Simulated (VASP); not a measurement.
Here is a VASP 6.6.1 calculation.

Contents of INCAR:

```
ALGO = Fast ; EDIFF = 1E-6
ENCUT = 520 ; GGA = PE
ISIF = 2 ; ISMEAR = 0
LASPH = True ; LCHARG = False
LREAL = False ; LWAVE = False
NBANDS = 25 ; NELM = 100
PREC = Accurate ; SIGMA = 0.05
```

The input KPOINTS:

```
k-points
0
Gamma
  6 6 8
```

POSCAR

```
CsSbSI2
1.0
    6.1602447565      0.0000000000      0.0000000000
    0.0000000000      6.1602447565      0.0000000000
    0.0000000000      0.0000000000      5.2602746162
Cs Sb S I
1 1 1 2
Direct
    0.0000000000      0.0000000000      0.0000000000
    0.5000000000      0.5000000000      0.5000000000
    0.5000000000      0.5000000000      0.0000000000
    0.0000000000      0.5000000000      0.5000000000
    0.5000000000      0.0000000000      0.5000000000
```

Potentials or basis: VASP PAW PBE potentials, release 64 (Cs_sv, Sb, S, I).

Run with:

```sh
$ cat potpaw_PBE.64/Cs_sv/POTCAR potpaw_PBE.64/Sb/POTCAR potpaw_PBE.64/S/POTCAR potpaw_PBE.64/I/POTCAR > POTCAR
$ mpirun -np 1 vasp_std > vasp.out
```

Question: Estimate the band gap on the k mesh.

Answer: Zero (bands 17 and 18 overlap by 0.43 eV).

Question: Predict the pressure.

Answer: 0.1 GPa.

Stress tensor (GPa, compression positive):
```
 0.82  0.00  0.00
 0.00  0.82  0.00
 0.00  0.00 -1.33
```

Caveat: the cell differs from its parent crystal (strained); semilocal functionals underestimate gaps, and a narrow one can read as zero; spin-orbit coupling is left out, which moves the levels of the heavy elements.
